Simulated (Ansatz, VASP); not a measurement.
# One calculation of Cd, two programs

```xyz
2
Lattice="2.3517 0.0000 0.0000 -1.1759 2.0367 0.0000 0.0000 0.0000 3.7831" Properties=species:S:1:pos:R:3 pbc="T T T"
Cd    0.0000    1.3578    0.9458
Cd    1.1759    0.6789    2.8373
```

Change from the starting cell: volume scaled by 0.4, LAPW.

Alike in both runs: task single point; functional PBE; k mesh 15 × 15 × 8; occupations fermi-dirac, width 0.08 eV; no spin polarisation.

|  | VASP | Ansatz |
| --- | --- | --- |
| version | VASP 6.6.1 | Ansatz 0.2.0 |
| potentials or method | VASP PAW PBE potentials, release 64 (Cd), cutoff 520 eV | all-electron LAPW, scalar-relativistic |

|  | VASP | Ansatz | Ansatz less VASP |
| --- | --- | --- | --- |
| pressure (GPa) | 542.5 | 515.1 | -27.38 |
| traceless stress, the component that is largest in VASP (GPa) | 1.75 | 0.32 | -1.431 |

Both programs put the cell under a high pressure, so it lies far from rest at this level. Ansatz ran all-electron here, and VASP with PAW potentials.

Noted on VASP's run: the cell as given lies far from equilibrium.
